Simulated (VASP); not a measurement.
Write the native input for VASP 6.6.1 that does the following.

- Task: single point
- Functional: PBEsol
- Potentials or basis: VASP PAW PBE potentials, release 64 (Cd, Te)
- Cutoff: 520 eV
- k mesh: 1 × 1 × 13
- Occupations: gaussian, width 0.05 eV
- Spin: collinear spin
- Starting moments: [0.5, 0.5] μB
- Dipole correction: no
- Further INCAR settings: ALGO = Normal; EDIFF = 1e-07; NBANDS = 20

The structure of CdTe lies in POSCAR:

```
CdTe
1.0
    9.0000000000      0.0000000000      0.0000000000
    0.0000000000      9.3000000000      0.0000000000
    0.0000000000      0.0000000000      5.0579422051
Cd Te
1 1
Direct
    0.5000000000      0.5000000000      0.0000000000
    0.5000000000      0.5000000000      0.5000000000
```

One way to write it, as run:

INCAR

```
SYSTEM = CdTe
PREC = Accurate ; ENCUT = 520
EDIFF = 1E-7 ; ISMEAR = 0
SIGMA = 0.05 ; LREAL = .FALSE.
LASPH = .TRUE. ; NELM = 150
ALGO = Normal ; ISIF = 2
LWAVE = .FALSE. ; LCHARG = .TRUE.
ISPIN = 2 ; MAGMOM = 0.5 0.5
LORBIT = 11 ; GGA = PS
LELF = .TRUE. ; LVHAR = .TRUE.
NBANDS = 20
```

KPOINTS

```
Automatic mesh
0
G
  1 1 13
  0 0 0
```

Potentials or basis: VASP PAW PBE potentials, release 64 (Cd, Te).

The run is started by

```sh
$ cat potpaw_PBE.64/Cd/POTCAR potpaw_PBE.64/Te/POTCAR > POTCAR
$ mpirun -np 1 vasp_std > vasp.out
```

Results of the run:

| Property | Result |
| --- | --- |
| Net moment | 0.00 μB per cell |
| Valence electrons inside the program's atomic spheres | Cd 10.31; Te 3.45 |

Wall time 10 min on 1 thread of Intel Xeon 8259CL, on a shared host, peak memory 0.64 GiB.
